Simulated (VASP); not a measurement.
# SrSiH6: single point with r2SCAN+rVV10

The system is SrSiH6.

```xyz
8
Lattice="3.2751 1.8909 2.0679 -3.2751 1.8909 2.0679 0.0000 -3.7818 2.0679" Properties=species:S:1:pos:R:3 pbc="T T T"
Sr    0.0000    0.0000    3.1019
Si    0.0000    0.0000    0.0000
H     2.1718    1.2539    3.0183
H    -2.1718    1.2539    3.0183
H     0.0000   -2.5078    3.0183
H    -2.1718   -1.2539    3.1855
H     2.1718   -1.2539    3.1855
H     0.0000    2.5078    3.1855
```

```yaml
Program: VASP 6.6.1
Task: single point
Functional: r2SCAN
Dispersion: rVV10
Potentials_or_basis: VASP PAW PBE potentials, release 64 (Sr_sv, Si, H)
Cutoff: 520 eV
k_mesh: 8 × 8 × 8
Occupations: fermi-dirac, width 0.03 eV
Spin: no spin polarisation
Dipole_correction: no
Further_INCAR_settings: ALGO = Normal; EDIFF = 1e-06; NBANDS = 20
```

```json
{
 "Pressure": "0.0 GPa",
 "Largest force": "0.016 eV/Å",
 "Band gap on the k mesh": "2.44 eV (least direct gap 3.43 eV)"
}
```

Forces in eV/Å, atoms in the order of the input:
```
Sr   0.000  0.000  0.000
Si   0.000  0.000  0.000
H    0.009  0.005 -0.012
H   -0.009  0.005 -0.012
H    0.000 -0.010 -0.012
H   -0.009 -0.005  0.012
H    0.009 -0.005  0.012
H    0.000  0.010  0.012
```

Stress tensor (GPa, compression positive):
```
-0.06  0.00  0.00
 0.00 -0.06  0.00
 0.00  0.00  0.03
```

Levels at points of the mesh, in eV from the valence-band top:
| k point | band 6 | band 7 | band 8 | band 9 | band 10 | band 11 | band 12 | band 13 | band 14 | band 15 |
| --- | --- | --- | --- | --- | --- | --- | --- | --- | --- | --- |
| (0.00, 0.00, 0.00) | -3.24 | -3.13 | -3.13 | -1.13 | -1.13 | 2.44 | 5.16 | 5.16 | 6.55 | 8.25 |
| (0.50, 0.00, 0.00) | -5.54 | -3.62 | -3.34 | -0.13 | 0.00 | 4.62 | 5.33 | 5.67 | 5.94 | 6.27 |
| (0.50, 0.50, 0.00) | -4.61 | -4.21 | -2.75 | -2.24 | -0.35 | 3.91 | 5.62 | 7.34 | 7.45 | 7.64 |
| (0.50, 0.50, 0.50) | -4.68 | -4.21 | -4.21 | -1.68 | -1.68 | 5.86 | 6.81 | 7.17 | 7.17 | 8.28 |

Wall time 6.9 min on 1 thread of Oxide Virtual Turin-like Processor, on a shared host, peak memory 0.35 GiB.

Caveat: the PAW data sets were made with another functional, which shifts forces and pressure a little. A k mesh can miss the band edges.
